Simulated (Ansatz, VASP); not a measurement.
**One calculation of AlRu, two programs**

```
Ru Al
1.0
     2.99000    0.00000    0.00000
     0.00000    2.99000    0.00000
     0.00000    0.00000    2.99000
Ru Al
1 1
Direct
  0.00000 0.00000 0.00000
  0.50000 0.50000 0.50000
```

Alike in both runs: task relaxation of cell and atoms; functional PBE; k mesh 24 × 24 × 24; occupations gaussian, width 0.3 eV; no spin polarisation.

|  | VASP | Ansatz |
| --- | --- | --- |
| version | VASP 6.6.1 | Ansatz 0.2.0 |
| potentials or method | VASP PAW PBE potentials, release 64 (Ru_pv, Al) | scalar-relativistic, plane waves, PAW |
| plane-wave cutoff (eV) | 600 | 420 |
| valence electrons in the cell | 17 | 19 |

```csv
,VASP,Ansatz,Ansatz less VASP
"gap on the k mesh at the Fermi level, each at its own relaxed structure (eV)",none,none,-
relaxed volume (Å³/atom),13.57,13.57,+0.002
relaxed cell length with the largest relative difference (Å),3.005,3.005,+0.0002
```

A gap of «none» marks a metal or a gap that the smearing closes. VASP's potentials hold 17 valence electrons a cell and Ansatz's 19, so a difference there can come from the potentials and not from the codes.
